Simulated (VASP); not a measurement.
# Os (P6_3/mmc) in VASP: a series of runs

Os is run at these levels: r2SCAN; tasks: single point.

Program: VASP 6.6.1. These are calculated values, not measurements. Logs are shortened: lines on timing, memory, paths and dates and some standing lists are left out, and cuts for length are marked.

## Step 1: The cell of the first run

It takes space group P6_3/mmc (No. 194, hexagonal). Conventional cell: a = 2.678 Å, b = 2.678 Å, c = 4.243 Å, α = 90.00°, β = 90.00°, γ = 120.00°. Within 3.5 Å of Os (site symmetry -6m2) lie 12 Os at 2.62 to 2.68 Å.

## Step 2: Single point, r2SCAN (volume scaled by 0.94, then relaxed in part)

POSCAR

```
Os
1.0
    2.6777375520      0.0000000000      0.0000000000
   -1.3388687760      2.3189887447      0.0000000000
    0.0000000000      0.0000000000      4.2427731455
Os
2
Direct
    0.3333333333      0.6666666667      0.2500000000
    0.6666666667      0.3333333333      0.7500000000
```

INCAR.step1

```
PREC = Accurate
ENCUT = 520
ISMEAR = 0
SIGMA = 0.1
LREAL = F
LASPH = T
NELM = 60
NBANDS = 15
GGA = PE
ALGO = Normal
EDIFF = 1E-4
LWAVE = T
LCHARG = F
```

INCAR.step2

```
PREC = Accurate
ENCUT = 520
EDIFF = 1E-6
ISMEAR = 0
SIGMA = 0.1
LREAL = F
LASPH = T
NELM = 60
ALGO = Normal
ISIF = 2
LWAVE = F
LCHARG = F
METAGGA = R2SCAN
LMIXTAU = T
NBANDS = 15
ISTART = 1
```

KPOINTS

```
regular mesh
0
Gamma
  18 18 10
```

Potentials or basis: VASP PAW PBE potentials, release 64 (Os).

Run with:

```console
$ cat potpaw_PBE.64/Os/POTCAR > POTCAR
$ cp INCAR.step1 INCAR
$ mpirun -np 1 vasp_std > vasp.out
$ cp INCAR.step2 INCAR
$ mpirun -np 1 vasp_std > vasp.out
```

OUTCAR:

```text
PREC = Accurate
   ENCUT = 520
   EDIFF = 1E-6
   ISMEAR = 0
   LREAL = F
   LASPH = T
   NELM = 60
   ISIF = 2
   METAGGA = R2SCAN
   ISTART = 1

 ion  position               nearest neighbor table
   1  0.333  0.667  0.250-   2 2.62   2 2.62   2 2.62   2 2.62   2 2.62   2 2.62
   2  0.667  0.333  0.750-   1 2.62   1 2.62   1 2.62   1 2.62   1 2.62   1 2.62

  LATTYP: Found a hexagonal cell.
 ALAT       =     2.6777375520
 C/A-ratio  =     1.5844619060

  Lattice vectors:

 A1 = (   2.6777375520,   0.0000000000,   0.0000000000)
 A2 = (  -1.3388687760,   2.3189887447,   0.0000000000)
 A3 = (   0.0000000000,   0.0000000000,   4.2427731455)

Analysis of symmetry for initial positions (statically):
=====================================================================
 Subroutine PRICEL returns:
 Original cell was already a primitive cell.

 Routine SETGRP: Setting up the symmetry group for a
 hexagonal supercell.

 Subroutine GETGRP returns: Found 24 space group operations
 (whereof 12 operations were pure point group operations)
 out of a pool of 24 trial point group operations.

The static configuration has the point symmetry D_3d.
 The point group associated with its full space group is D_6h.

Analysis of symmetry for dynamics (positions and initial velocities):
=====================================================================
 Subroutine PRICEL returns:
 Original cell was already a primitive cell.

 Routine SETGRP: Setting up the symmetry group for a
 hexagonal supercell.

 Subroutine GETGRP returns: Found 24 space group operations
 (whereof 12 operations were pure point group operations)
 out of a pool of 24 trial point group operations.

The dynamic configuration has the point symmetry D_3d.
 The point group associated with its full space group is D_6h.

 Subroutine INISYM returns: Found 24 space group operations
 (whereof 12 operations are pure point group operations),
 and found     1 'primitive' translations

----------------------------------------------------------------------------------------

                                     Primitive cell

  volume of cell :      26.3461

  direct lattice vectors                    reciprocal lattice vectors
     2.677737552  0.000000000  0.000000000     0.373449593  0.215611223  0.000000000
[... 88 lines left out ...]
   EDIFFG = 0.1E-04   stopping-criterion for IOM
   NSW    =      0    number of steps for IOM
   IBRION =     -1    ionic relax: 0-MD 1-quasi-New 2-CG
   NFREE  =      0    steps in history (QN), initial steepest desc. (CG)
   ISIF   =      2    stress and relaxation
   ISYM   =      2    0-nonsym 1-usesym 2-fastsym
   POTIM  = 0.5000    time-step for ionic-motion
   TEBEG  =    0.0;   TEEND  =   0.0 temperature during run
   PSTRESS=    0.0 pullay stress
   NELECT =      16.0000    total number of electrons
   NUPDOWN=      -1.0000    fix difference up-down
   EMIN   =  10.00;   EMAX   =-10.00  energy-range for DOS
   EFERMI =   0.00;   METHOD = LEGACY
   ISMEAR =     0;   SIGMA  =   0.10  broadening in eV -4-tet -1-fermi 0-gaus
   EFERMI_NEDOS =   21; number of points for ismear=-14 and -15
   IALGO  =     38    algorithm
   IMIX   =      4    mixing-type and parameters
     AMIX     =   0.40;   BMIX     =  1.00
     AMIX_MAG =   1.60;   BMIX_MAG =  1.00
  volume/ion in A,a.u.               =      13.17        88.90
  Fermi-wavevector in a.u.,A,eV,Ry     =   1.386360  2.619840 26.150315  1.921994
  Thomas-Fermi vector in A             =   2.510683
   LORBIT       =      0    0 simple, 1 ext, 2 COOP (PROOUT), +10 PAW based schemes
   METAGGA = R2SCAN    functional components
   LHFCALC =     F    Hartree Fock is set to
   AEXX    =    0.0000 exact exchange contribution
   IVDW    =     0    specifies the selected vdW correction
   LEPSILON=     F    determine dielectric tensor
   LRPA    =     F    only Hartree local field effects (RPA)
 non-spin polarized calculation
 Gauss-broadening in eV      SIGMA  =   0.10
  energy-cutoff  :      520.00
  volume of cell :       26.35
 maximum number of plane-waves:       732
 NGX is ok and might be reduce to    20
   NGX =  9   NGY =  9   NGZ = 15

 number of electron      16.0000001 magnetization

 Free energy of the ion-electron system (eV)
  ---------------------------------------------------
  ext. energy  EPLUGINS =         0.00000000
  ---------------------------------------------------
  free energy    TOTEN  =      -105.83903141 eV

  energy without entropy =     -105.83244792  energy(sigma->0) =     -105.83573966

 E-fermi :  10.2031     XC(G=0): -15.7909

 val. band max:       10.1968052341   @ k =   0.2222   0.0556   0.3000
 cond. band min:      10.2212188163   @ k =   0.4444   0.1111   0.4000
 fundamental gap:      0.0244135822
 Fermi energy:        10.2031242376

 k-point     1 :       0.0000    0.0000    0.0000
  band No.  band energies     occupation
      1      -1.7973      2.00000
      2       1.4472      2.00000
      3       6.7318      2.00000
      4       6.7318      2.00000
      5       6.9898      2.00000
      6       7.6822      2.00000
      7       7.6822      2.00000
      8       8.4518      2.00000
      9       8.4518      2.00000
     10      10.1968      1.07180
     11      12.1216      0.00000
     12      12.1216      0.00000
     13      20.5030      0.00000
     14      24.9472      0.00000
[... 401 lines left out ...]
      2       2.7215      2.00000
      3       2.9666      2.00000
      4       6.1034      2.00000
      5       6.3116      2.00000
      6       7.2125      2.00000
      7       8.0171      2.00000
      8      12.0183      0.00000
      9      12.5321      0.00000
     10      13.0423      0.00000
     11      14.6994      0.00000
     12      18.1058      0.00000
     13      20.7188      0.00000
     14      21.7829      0.00000
     15      23.7535      0.00000

 [... further k-points ...]
[... 5 lines left out ...]
  --------------------------------------------------------------------------------------
  -------------------------------------------------------------------------------------
  Total        5.3604148      5.3604148      5.3698024     -0.0000000     -0.0000000      0.0000000
  in kB      325.9811716    325.9811716    326.5520613     -0.0000000     -0.0000000      0.0000000
  external PRESSURE =     326.1714682 kB  Pullay stress =       0.0000000 kB

 VOLUME and BASIS-vectors are now :
 -----------------------------------------------------------------------------
  energy-cutoff  :      520.00
  volume of cell :       26.35
      direct lattice vectors                 reciprocal lattice vectors
     2.677737552  0.000000000  0.000000000     0.373449593  0.215611223  0.000000000
    -1.338868776  2.318988745  0.000000000     0.000000000  0.431222447  0.000000000
     0.000000000  0.000000000  4.242773146     0.000000000  0.000000000  0.235694902

 POSITION                                       TOTAL-FORCE (eV/Angst)
 -----------------------------------------------------------------------------------
     -0.00000      1.54599      1.06069        -0.000000      0.000000      0.000000
      1.33887      0.77300      3.18208         0.000000      0.000000      0.000000
 -----------------------------------------------------------------------------------
    total drift:                               -0.000000      0.000000     -0.000000

  FREE ENERGIE OF THE ION-ELECTRON SYSTEM (eV)
  ---------------------------------------------------
  free  energy   TOTEN  =      -105.8390314132 eV

  energy  without entropy=     -105.8324479158  energy(sigma->0) =     -105.83573966
```

OSZICAR.step1:

```text
N       E                     dE             d eps       ncg     rms          rms(c)
DAV:   1     0.107610872841E+03    0.10761E+03   -0.75207E+03  6660   0.104E+03
DAV:   2    -0.189581648705E+02   -0.12657E+03   -0.11061E+03  6765   0.335E+02
DAV:   3    -0.235336633361E+02   -0.45755E+01   -0.44445E+01  9033   0.570E+01
DAV:   4    -0.235639956253E+02   -0.30332E-01   -0.30295E-01  7227   0.474E+00
DAV:   5    -0.235641549861E+02   -0.15936E-03   -0.15935E-03  9166   0.326E-01    0.268E+01
DAV:   6    -0.225899788217E+02    0.97418E+00   -0.67139E-01  8445   0.695E+00    0.131E+01
DAV:   7    -0.222545558719E+02    0.33542E+00   -0.57731E-01  8564   0.632E+00    0.607E-01
DAV:   8    -0.222488699481E+02    0.56859E-02   -0.72223E-03  6905   0.676E-01    0.371E-01
DAV:   9    -0.222470058370E+02    0.18641E-02   -0.16511E-03  8340   0.403E-01    0.311E-02
DAV:  10    -0.222470085839E+02   -0.27469E-05   -0.40814E-05  5031   0.545E-02
   1 F= -.22247009E+02 E0= -.22243577E+02  d E =-.686280E-02
```

Run time: 2.9 min. Hardware: 1 thread of Intel Xeon 6975P-C, shared host; peak memory 0.2 GiB.

What came out:

| Property | Result |
| --- | --- |
| Free energy | -105.8390 eV |
| Pressure | 32.6 GPa |
| Band gap on the k mesh | zero (band 8 reaches 12.57 eV, above the bottom of band 9 at 8.05 eV) |

Caveat: the PAW data sets were made with another functional, which shifts forces and pressure a little; spin-orbit coupling is left out, which moves the levels of the heavy elements.

## Step 3: Single point, r2SCAN (volume scaled by 0.97, then relaxed in part)

POSCAR

```
Os
1.0
    2.7072574962      0.0000000000      0.0000000000
   -1.3536287481      2.3445537663      0.0000000000
    0.0000000000      0.0000000000      4.2832219588
Os
2
Direct
    0.3333333333      0.6666666667      0.2500000000
    0.6666666667      0.3333333333      0.7500000000
```

INCAR.step1

```
SYSTEM = Os
ALGO = Normal
EDIFF = 1E-4
ENCUT = 520
GGA = PE
ISMEAR = 0
LASPH = .True.
LCHARG = .False.
LREAL = .False.
LWAVE = .True.
NBANDS = 15
NELM = 60
PREC = Accurate
SIGMA = 0.1
```

INCAR.step2

```
SYSTEM = Os
ALGO = Normal
EDIFF = 1E-6
ENCUT = 520
ISIF = 2
ISMEAR = 0
ISTART = 1
LASPH = .True.
LCHARG = .False.
LMIXTAU = .True.
LREAL = .False.
LWAVE = .False.
METAGGA = R2SCAN
NBANDS = 15
NELM = 60
PREC = Accurate
SIGMA = 0.1
```

KPOINTS

```
k-points
0
Gamma
  18 18 10
  0 0 0
```

Potentials or basis: VASP PAW PBE potentials, release 64 (Os).

Run with:

```console
$ cat potpaw_PBE.64/Os/POTCAR > POTCAR
$ cp INCAR.step1 INCAR
$ mpirun -np 1 vasp_std > vasp.out
$ cp INCAR.step2 INCAR
$ mpirun -np 1 vasp_std > vasp.out
```

Run time: 2.9 min. Hardware: 1 thread of Intel Xeon 6975P-C, shared host; peak memory 0.21 GiB.

It converged, with:

```
Free energy            : -105.9643 eV
Pressure               : 15.4 GPa
Band gap on the k mesh : zero (band 8 reaches 11.93 eV, above the bottom of band 9 at 7.65 eV)
```

Levels at points of the mesh, in eV from the Fermi level:
```
           k point  band 6  band 7  band 8  band 9  band 10  band 11
(0.00, 0.00, 0.00)   -2.41   -2.41   -1.69   -1.69     0.00     1.83
(0.50, 0.00, 0.00)   -2.82   -2.04    2.23    2.83     2.94     4.80
(0.00, 0.00, 0.50)   -3.52   -3.52   -3.52    0.97     0.97     0.97
(0.50, 0.00, 0.50)   -1.31   -0.18   -0.18    2.59     2.59     3.57
```

Caveat: the PAW data sets were made with another functional, which shifts forces and pressure a little; spin-orbit coupling is left out, which moves the levels of the heavy elements.

## Step 4: Single point, r2SCAN (volume scaled by 1.03, then relaxed in part)

POSCAR

```
Os
1.0
    2.7649301805      0.0000000000      0.0000000000
   -1.3824650903      2.3944997760      0.0000000000
    0.0000000000      0.0000000000      4.3604053365
Os
2
Direct
    0.3333333333      0.6666666667      0.2500000000
    0.6666666667      0.3333333333      0.7500000000
```

INCAR.step1

```
SYSTEM = Os
ALGO = Normal ; EDIFF = 1E-4
ENCUT = 520 ; GGA = PE
ISMEAR = 0 ; LASPH = .True.
LCHARG = .False. ; LREAL = .False.
LWAVE = .True. ; NBANDS = 15
NELM = 60 ; PREC = Accurate
SIGMA = 0.1
```

INCAR.step2

```
SYSTEM = Os
ALGO = Normal ; EDIFF = 1E-7
ENCUT = 520 ; ISIF = 2
ISMEAR = 0 ; ISTART = 1
LASPH = .True. ; LCHARG = .False.
LMIXTAU = .True. ; LREAL = .False.
LWAVE = .False. ; METAGGA = R2SCAN
NBANDS = 15 ; NELM = 60
PREC = Accurate ; SIGMA = 0.1
```

KPOINTS is that of step 3.

Potentials or basis: VASP PAW PBE potentials, release 64 (Os).

Run with:

```console
$ cat potpaw_PBE.64/Os/POTCAR > POTCAR
$ cp INCAR.step1 INCAR
$ mpirun -np 1 vasp_std > vasp.out
$ cp INCAR.step2 INCAR
$ mpirun -np 1 vasp_std > vasp.out
```

OUTCAR:

```text
SYSTEM = Os
   EDIFF = 1E-7
   ENCUT = 520
   ISIF = 2
   ISMEAR = 0
   ISTART = 1
   LASPH = .True.
   LREAL = .False.
   METAGGA = R2SCAN
   NELM = 60
   PREC = Accurate

 ion  position               nearest neighbor table
   1  0.333  0.667  0.250-   2 2.70   2 2.70   2 2.70   2 2.70   2 2.70   2 2.70
   2  0.667  0.333  0.750-   1 2.70   1 2.70   1 2.70   1 2.70   1 2.70   1 2.70

  LATTYP: Found a hexagonal cell.
 ALAT       =     2.7649301805
 C/A-ratio  =     1.5770399438

  Lattice vectors:

 A1 = (   2.7649301805,   0.0000000000,   0.0000000000)
 A2 = (  -1.3824650903,   2.3944997760,   0.0000000000)
 A3 = (   0.0000000000,   0.0000000000,   4.3604053365)

Analysis of symmetry for initial positions (statically):
=====================================================================
 Subroutine PRICEL returns:
 Original cell was already a primitive cell.

 Routine SETGRP: Setting up the symmetry group for a
 hexagonal supercell.

 Subroutine GETGRP returns: Found 24 space group operations
 (whereof 12 operations were pure point group operations)
 out of a pool of 24 trial point group operations.

The static configuration has the point symmetry D_3d.
 The point group associated with its full space group is D_6h.

[... 170 lines left out ...]
  band No.  band energies     occupation
      1      -2.3510      2.00000
      2       0.9618      2.00000
      3       5.7604      2.00000
      4       5.7604      2.00000
      5       6.0344      2.00000
      6       6.5878      2.00000
      7       6.5878      2.00000
      8       7.2031      2.00000
      9       7.2031      2.00000
     10       8.8220      0.66399
     11      10.4578      0.00000
     12      10.4578      0.00000
     13      17.9937      0.00000
     14      23.5789      0.00000
[... 401 lines left out ...]
      2       2.0514      2.00000
      3       2.4403      2.00000
      4       5.1720      2.00000
      5       5.2183      2.00000
      6       6.1438      2.00000
      7       6.8755      2.00000
      8      10.3547      0.00000
      9      10.7720      0.00000
     10      11.2482      0.00000
     11      12.6568      0.00000
     12      15.7598      0.00000
     13      18.4464      0.00000
     14      19.6111      0.00000
     15      21.2022      0.00000

 [... further k-points ...]
[... 5 lines left out ...]
  --------------------------------------------------------------------------------------
  -------------------------------------------------------------------------------------
  Total       -2.0018114     -2.0018114     -2.0004703      0.0000000     -0.0000000      0.0000000
  in kB     -111.0984249   -111.0984249   -111.0239966      0.0000000     -0.0000000      0.0000000
  external PRESSURE =    -111.0736155 kB  Pullay stress =       0.0000000 kB

 VOLUME and BASIS-vectors are now :
 -----------------------------------------------------------------------------
  energy-cutoff  :      520.00
  volume of cell :       28.87
      direct lattice vectors                 reciprocal lattice vectors
     2.764930180  0.000000000  0.000000000     0.361672785  0.208811880  0.000000000
    -1.382465090  2.394499776  0.000000000     0.000000000  0.417623760  0.000000000
     0.000000000  0.000000000  4.360405337     0.000000000  0.000000000  0.229336477

 POSITION                                       TOTAL-FORCE (eV/Angst)
 -----------------------------------------------------------------------------------
     -0.00000      1.59633      1.09010         0.000000     -0.000000      0.000000
      1.38247      0.79817      3.27030         0.000000      0.000000      0.000000
 -----------------------------------------------------------------------------------
    total drift:                               -0.000000      0.000000     -0.000000

  FREE ENERGIE OF THE ION-ELECTRON SYSTEM (eV)
  ---------------------------------------------------
  free  energy   TOTEN  =      -105.9798820486 eV

  energy  without entropy=     -105.9722046217  energy(sigma->0) =     -105.97604334
```

OUTCAR.step1:

```text
SYSTEM = Os
   EDIFF = 1E-4
   ENCUT = 520
   GGA = PE
   ISMEAR = 0
   LASPH = .True.
   LREAL = .False.
[... 656 lines left out ...]
     -0.00000      1.59633      1.09010        -0.000000      0.000000      0.000000
      1.38247      0.79817      3.27030         0.000000     -0.000000      0.000000
 -----------------------------------------------------------------------------------
    total drift:                               -0.000000      0.000000     -0.000000

  FREE ENERGIE OF THE ION-ELECTRON SYSTEM (eV)
  ---------------------------------------------------
  free  energy   TOTEN  =       -22.4946068515 eV

  energy  without entropy=      -22.4866876368  energy(sigma->0) =      -22.49064724
```

Run time: 3.7 min. Hardware: 1 thread of Intel Xeon 6975P-C, shared host; peak memory 0.22 GiB.

What came out:

```yaml
Free_energy: -105.9799 eV
Pressure: -11.1 GPa
Band_gap_on_the_k_mesh: zero (band 8 reaches 10.79 eV, above the bottom of band 9 at 6.91 eV)
```

Caveat: the PAW data sets were made with another functional, which shifts forces and pressure a little; spin-orbit coupling is left out, which moves the levels of the heavy elements.

## Step 5: The runs side by side

| cell | gap on the mesh (eV) | pressure (GPa) |
| --- | --- | --- |
| a = 2.678, b = 2.678, c = 4.243 Å, angles 90.0, 90.0, 120.0°, 2 atoms | none | 32.6 |
| a = 2.707, b = 2.707, c = 4.283 Å, angles 90.0, 90.0, 120.0°, 2 atoms | none | 15.4 |
| a = 2.765, b = 2.765, c = 4.360 Å, angles 90.0, 90.0, 120.0°, 2 atoms | none | -11.1 |

Alike in all rows: task single point; level r2SCAN; potentials or basis VASP PAW PBE potentials, release 64 (Os); no spin polarisation; k mesh 18 × 18 × 10; cutoff (eV) 520; smearing gaussian 0.1 eV.

Caveats: the PAW data sets were made with another functional, which shifts forces and pressure a little; spin-orbit coupling is left out, which moves the levels of the heavy elements.

Total energies depend on the potentials used, so only differences within one code and one set of settings carry meaning.
